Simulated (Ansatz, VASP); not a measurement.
One calculation of Si3Te, two programs

```
Si Te
1.0
     0.00000    3.29617    3.29617
     3.29617    0.00000    3.29617
     3.29617    3.29617    0.00000
Si Te
3 1
Direct
  0.50000 0.50000 0.50000
  0.25000 0.25000 0.25000
  0.75000 0.75000 0.75000
  0.00000 0.00000 0.00000
```

Change from the starting cell: species swapped into the Na3Hg type (Fm-3m, No. 225).

Alike in both runs: task relaxation of cell and atoms; functional PBE; k mesh 12 × 12 × 12; occupations gaussian, width 0.1 eV; no spin polarisation.

```csv
,VASP,Ansatz
version,VASP 6.6.1,Ansatz 0.2.0
potentials or method,"VASP PAW PBE potentials, release 64 (Si, Te), cutoff 600 eV","scalar-relativistic, plane waves, PAW"
valence electrons in the cell,18,28
```

```tsv
	VASP	Ansatz	Ansatz less VASP
gap on the k mesh at the Fermi level, each at its own relaxed structure (eV)	none	none	-
relaxed volume (Å³/atom)	18.65	18.65	0.000
relaxed cell length with the largest relative difference (Å)	4.725	4.725	0.0000
```

A gap of «none» marks a metal or a gap that the smearing closes. VASP's potentials hold 18 valence electrons a cell and Ansatz's 28, so a difference there can come from the potentials and not from the codes.

Spin-orbit coupling is off throughout. Noted on VASP's run: too few bands were computed for a metal, which touches its energy and stress.
